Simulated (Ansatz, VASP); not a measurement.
Sb in VASP and in Ansatz

Contents of POSCAR:

```
Sb
1.0
    2.1542000000      1.2437279499      3.7580000000
   -2.1542000000      1.2437279499      3.7580000000
    0.0000000000     -2.4874558998      3.7580000000
Sb
2
Direct
    0.7665100000      0.7665100000      0.7665100000
    0.2334900000      0.2334900000      0.2334900000
```

INCAR.step1

```
SYSTEM = Sb
PREC = Accurate
ENCUT = 520
EDIFF = 1E-5
ISMEAR = -1
SIGMA = 0.05
LREAL = .False.
LASPH = .True.
NELM = 60
ALGO = Normal
ISIF = 2
LWAVE = .True.
LCHARG = .False.
GGA = PE
NBANDS = 12
```

The input INCAR.step2:

```
SYSTEM = Sb
PREC = Accurate
ENCUT = 520
EDIFF = 1E-7
ISMEAR = -1
SIGMA = 0.05
LREAL = .False.
LASPH = .True.
NELM = 60
ALGO = Normal
ISIF = 2
LWAVE = .False.
LCHARG = .False.
GGA = PE
LHFCALC = .True.
AEXX = 0.05
HFSCREEN = 0.2
PRECFOCK = Normal
ISTART = 1
NBANDS = 12
```

The input KPOINTS:

```
Automatic mesh
0
Gamma
  4 4 4
  0 0 0
```

input.yaml

```yaml
crystal:
  lattice:
    - [2.1542, 1.2437279499, 3.758]
    - [-2.1542, 1.2437279499, 3.758]
    - [0.0, -2.4874558998, 3.758]
  atoms:
    - { symbol: Sb, position: [0.76651, 0.76651, 0.76651] }
    - { symbol: Sb, position: [0.23349, 0.23349, 0.23349] }
kpoints:
  mp_grid: { grid: [4, 4, 4] }
scf:
  occupations: { method: fermi_dirac, width: 0.05 }
hamiltonian:
  xc: { preset: hse06, exx: { coeff: 0.05, omega: 0.2 } }
  pseudopotentials: { kind: all_electron, datasets: crystal }
output:
  forces: true
  stress: true
```

Alike in both runs: task single point; functional PBE-based screened hybrid; k mesh 4 × 4 × 4; occupations fermi-dirac, width 0.05 eV; no spin polarisation.

```csv
,VASP,Ansatz
version,VASP 6.6.1,Ansatz 0.2.0
potentials or method,"VASP PAW PBE potentials, release 64 (Sb), cutoff 520 eV",all-electron PAW datasets made for the crystal
```

VASP gave:

- pressure (GPa): 2.3
- traceless stress, the component that is largest in VASP (GPa): -0.82
- rms of the force components (eV/Å): 0.057

**Question.** Estimate Ansatz's values.

**Answer.** Pressure (GPa): 2.3; traceless stress, the component that is largest in VASP (GPa): -0.80; rms of the force components (eV/Å): 0.067.

VASP's potentials were made for PBE, not for PBE-based screened hybrid. Atom by atom the forces differ by 0.010 eV/Å (rms over components). Ansatz ran all-electron here, and VASP with PAW potentials.

The k mesh is coarse, so the values compare programs but aren't converged. Spin-orbit coupling is off throughout.
